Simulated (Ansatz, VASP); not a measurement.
## Ga: VASP beside Ansatz

```
Ga
1.0
     1.55086   -4.25512    0.00000
     1.55086    4.25512    0.00000
     0.00000    0.00000    3.27255
Ga
2
Direct
  0.87438 0.12562 0.25000
  0.12562 0.87438 0.75000
```

Alike in both runs: task single point; functional PBE; k mesh 16 × 16 × 14; occupations gaussian, width 0.1 eV; no spin polarisation.

```csv
,VASP,Ansatz
version,VASP 6.6.1,Ansatz 0.2.0
potentials or method,"VASP PAW PBE potentials, release 64 (Ga_d), cutoff 520 eV","scalar-relativistic, plane waves, PAW"
valence electrons in the cell,26,26
```

```tsv
	VASP	Ansatz	Ansatz less VASP
gap on the k mesh at the Fermi level (eV)	none	none	-
pressure (GPa)	-3.3	-3.3	-0.06
traceless stress, the component that is largest in VASP (GPa)	-2.51	-2.48	+0.025
rms of the force components (eV/Å)	0.338	0.335	-0.0035
```

Atom by atom the forces differ by 0.003 eV/Å (rms over components). A gap of «none» marks a metal or a gap that the smearing closes.
